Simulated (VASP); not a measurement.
Input of a VASP 6.6.1 run:

File INCAR:

```
  PREC = Accurate
  ENCUT = 520
  EDIFF = 1E-7
  ISMEAR = 0
  SIGMA = 0.15
  LREAL = False
  LASPH = True
  NELM = 100
  ALGO = Normal
  ISIF = 2
  LWAVE = False
  LCHARG = False
  GGA = PS
  NBANDS = 16
```

KPOINTS

```
Automatic mesh
0
Gamma
  18 18 16
```

The input POSCAR:

```
TiO
1.0
    3.2650443740      0.0000000000      0.0000000000
   -1.6325221869      2.8276113723      0.0000000000
    0.0000000000      0.0000000000      2.7901652784
Ti O
1 1
Direct
    0.6666666667      0.3333333333      0.0000000000
    0.0000000000      0.0000000000      0.5000000000
```

Potentials or basis: VASP PAW PBE potentials, release 64 (Ti_sv, O).

Command:

```sh
$ cat potpaw_PBE.64/Ti_sv/POTCAR potpaw_PBE.64/O/POTCAR > POTCAR
$ mpirun -np 1 vasp_std > vasp.out
```

(1) Estimate the pressure.

(2) Estimate the band gap on the k mesh.

## Answers

(1) -36.6 GPa.

(2) zero (band 9 reaches 7.87 eV, above the bottom of band 10 at 7.17 eV).

Caveat: the PAW data sets were made with another functional, which shifts forces and pressure a little; semilocal functionals often make such compounds metallic where correlation or magnetic order opens a gap, which also shifts bond lengths.
